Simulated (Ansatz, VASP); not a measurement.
**O: VASP beside Ansatz**

```
O
1.0
     9.00000    0.00000    0.00000
     0.00000    9.50000    0.00000
     0.00000    0.00000   10.00000
O
2
Direct
  0.50000 0.50000 0.43950
  0.50000 0.50000 0.56050
```

Alike in both runs: functional PBEsol; k mesh 1 × 1 × 1; occupations fermi-dirac, width 0.02 eV; collinear spin.

Ansatz relaxed the structure, and its values are those at the end. VASP's run is a single point on that final structure, the one shown.

|  | VASP | Ansatz |
| --- | --- | --- |
| version | VASP 6.6.1 | Ansatz 0.2.0 |
| potentials or method | VASP PAW PBE potentials, release 64 (O), cutoff 520 eV | plane waves, PAW |
| valence electrons in the cell | 12 | 12 |

|  | VASP | Ansatz | Ansatz less VASP |
| --- | --- | --- | --- |
| rms of the force components (eV/Å) | 0.795 | 0.001 | -0.7943 |
| net moment per atom (μB) | 1.00 | 1.00 | 0.000 |
| size of the moment on the site where the two differ most (μB) | 0.81 | 0.55 | -0.255 |

VASP's potentials were made for PBE, not for PBEsol. Site moments also hang on the region over which each program counts them. One of these differences is far larger than is usual between the two programs; its cause wasn't traced. With one functional, cell and mesh, what is left measures potentials, basis and numerics. Ansatz's warnings: end state compared, stress scf threshold loose.

Noted on VASP's run: the standard files for N, O and F lose accuracy on very short bonds.
